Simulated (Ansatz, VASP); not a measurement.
# Two plane-wave programs on AlCr2Si2

POSCAR

```
AlCr2Si2
1.0
    3.2796460000      0.0000000000      0.0000000000
    1.6398230000     -6.1696710000      0.0000000000
    0.0000000000      0.0000000000     -3.3133660000
Cr Al Si
2 1 2
Direct
    0.1468600000      0.7062800000      0.0000000000
    0.8531400000      0.2937200000      0.0000000000
    0.5000000000      0.0000000000      0.5000000000
    0.2940100000      0.4119800000      0.5000000000
    0.7059900000      0.5880200000      0.5000000000
```

INCAR.step1

```
SYSTEM = AlCr2Si2
ALGO = Normal
EDIFF = 1E-4
ENCUT = 520
GGA = PE
ISMEAR = -1
LASPH = .True.
LCHARG = .False.
LREAL = .False.
LWAVE = .True.
NBANDS = 26
NELM = 60
PREC = Accurate
SIGMA = 0.1
```

INCAR.step2

```
SYSTEM = AlCr2Si2
ALGO = Normal
EDIFF = 1E-7
ENCUT = 520
ISIF = 2
ISMEAR = -1
ISTART = 1
LASPH = .True.
LCHARG = .False.
LMIXTAU = .True.
LREAL = .False.
LWAVE = .False.
METAGGA = R2SCAN
NBANDS = 26
NELM = 60
PREC = Accurate
SIGMA = 0.1
```

KPOINTS

```
k-points
0
Gamma
  9 9 8
  0 0 0
```

Input for Ansatz:

```yaml
crystal:
  lattice:
    - [3.279646, 0.0, 0.0]
    - [1.639823, -6.169671, 0.0]
    - [0.0, 0.0, -3.313366]
  atoms:
    - { symbol: Cr, position: [0.14686, 0.70628, 0.0] }
    - { symbol: Cr, position: [0.85314, 0.29372, 0.0] }
    - { symbol: Al, position: [0.5, 0.0, 0.5] }
    - { symbol: Si, position: [0.29401, 0.41198, 0.5] }
    - { symbol: Si, position: [0.70599, 0.58802, 0.5] }
  symmetry: { tolerance: 0.0003 }
kpoints:
  mp_grid: { grid: [9, 9, 8], shift: [0, 0, 0] }
  band_path:
    path:
      - [0.0, 0.0, 0.0]
      - [0.0, -0.5, 0.0]
      - [0.46467843, -0.26766078, 0.0]
      - [0.53532157, 0.26766078, 0.0]
      - [0.0, 0.0, 0.0]
      - [0.0, 0.0, -0.5]
      - [0.53532157, 0.26766078, -0.5]
      - [0.46467843, -0.26766078, -0.5]
      - [0.0, -0.5, -0.5]
      - [0.0, -0.5, 0.0]
      - [0.0, 0.0, 0.0]
    npoints: 6
magnetization:
  spin_polarized: false
scf:
  occupations: { method: fermi_dirac }
  lower_state_search: "off"
  max_iter: 200
hamiltonian:
  pseudopotentials: { kind: paw }
  xc: r2scan
basis:
  ecutwfc: 500
  fft_grid_basis: typed
output:
  forces: true
  stress: true
  eigenvalues: true
  bader: true
  populations: true
  elf: true
  write_potential: true
  volumetric_format: npy
  dos:
    e_range: [-12, 8]
    de: 0.05
    projected: { site_lists: { Al: [Al], Cr: [Cr], Si: [Si] } }
  write_density: true
checkpoint:
  read: saved_state
```

Alike in both runs: task single point; functional r2SCAN; k mesh 9 × 9 × 8; no spin polarisation.

|  | VASP | Ansatz |
| --- | --- | --- |
| version | VASP 6.6.1 | Ansatz 0.2.0 |
| potentials or method | VASP PAW PBE potentials, release 64 (Cr_pv, Al, Si), cutoff 520 eV | PAW plane waves |
| occupations | fermi-dirac, width 0.1 eV | fermi-dirac |
| valence electrons in the cell | 35 | 39 |

```csv
,VASP,Ansatz,Ansatz less VASP
pressure (GPa),7.5,7.5,-0.03
"traceless stress, the component that is largest in VASP (GPa)",25.94,26.20,+0.260
rms of the force components (eV/Å),2.736,2.745,+0.0083
```

VASP's potentials were made for PBE, not for r2SCAN. Atom by atom the forces differ by 0.021 eV/Å (rms over components). VASP's potentials hold 35 valence electrons a cell and Ansatz's 39, so a difference there can come from the potentials and not from the codes.
